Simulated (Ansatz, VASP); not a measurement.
Two plane-wave programs on Y

Contents of POSCAR:

```
Y
1.0
    0.0000000000      2.4974250000      2.4974250000
    2.4850000000      0.0124250000      2.4850000000
    2.4850000000      2.4850000000      0.0124250000
Y
1
Direct
    0.0000000000      0.0000000000      0.0000000000
```

The input INCAR.step1:

```
SYSTEM = Y
PREC     = Accurate       ! precision mode
ENCUT    = 520            ! plane-wave cutoff, eV
ISMEAR   = 0              ! smearing method
SIGMA    = 0.15           ! smearing width, eV
LREAL    = .FALSE.        ! projectors in reciprocal space
LASPH    = .TRUE.         ! aspherical terms in the spheres
NELM     = 80             ! most SCF steps
NBANDS   = 12             ! bands
GGA      = PE             ! functional
ALGO     = Normal         ! electronic algorithm
EDIFF    = 1E-4           ! SCF threshold, eV
LWAVE    = .TRUE.         ! write WAVECAR
LCHARG   = .FALSE.        ! write CHGCAR
```

Contents of INCAR.step2:

```
SYSTEM = Y
PREC     = Accurate       ! precision mode
ENCUT    = 520            ! plane-wave cutoff, eV
EDIFF    = 1E-7           ! SCF threshold, eV
ISMEAR   = 0              ! smearing method
SIGMA    = 0.15           ! smearing width, eV
LREAL    = .FALSE.        ! projectors in reciprocal space
LASPH    = .TRUE.         ! aspherical terms in the spheres
NELM     = 80             ! most SCF steps
ALGO     = Normal         ! electronic algorithm
ISIF     = 2              ! what is computed and relaxed
LWAVE    = .FALSE.        ! write WAVECAR
LCHARG   = .FALSE.        ! write CHGCAR
METAGGA  = R2SCAN         ! meta-GGA
LMIXTAU  = .TRUE.       
NBANDS   = 12             ! bands
ISTART   = 1
```

File KPOINTS:

```
regular mesh
0
G
  16 16 16
  0 0 0
```

Input for Ansatz:

```yaml
crystal:
  lattice:
    - [0.0, 2.497425, 2.497425]
    - [2.485, 0.012425, 2.485]
    - [2.485, 2.485, 0.012425]
  atoms:
    - { symbol: "Y", position: [0.0, 0.0, 0.0] }
basis:
  ecutwfc: 500
kpoints:
  mp_grid: { grid: [16, 16, 16] }
hamiltonian:
  xc: r2scan
scf:
  occupations: { method: gaussian, width: 0.15 }
output:
  forces: true
  stress: true
  eigenvalues: true
```

Change from the starting cell: strain +0.0100 x Voigt [0, 0, 0, 1, 0, 0], atoms carried along.

Alike in both runs: task single point; functional r2SCAN; k mesh 16 × 16 × 16; occupations gaussian, width 0.15 eV; no spin polarisation.

|  | VASP | Ansatz |
| --- | --- | --- |
| version | VASP 6.6.1 | Ansatz 0.2.0 |
| potentials or method | VASP PAW PBE potentials, release 64 (Y_sv), cutoff 520 eV | scalar-relativistic, plane waves, PAW |
| valence electrons in the cell | 11 | 11 |

VASP gave:

| Quantity | Value |
| --- | --- |
| gap on the k mesh at the Fermi level (eV) | none |
| pressure (GPa) | 3.4 |
| traceless stress, the component that is largest in VASP (GPa) | -0.33 |

Question: Which values does Ansatz return?

Answer: gap on the k mesh at the Fermi level (eV): none; pressure (GPa): 3.3; traceless stress, the component that is largest in VASP (GPa): -0.33.

VASP's potentials were made for PBE, not for r2SCAN. A gap of «none» marks a metal or a gap that the smearing closes.
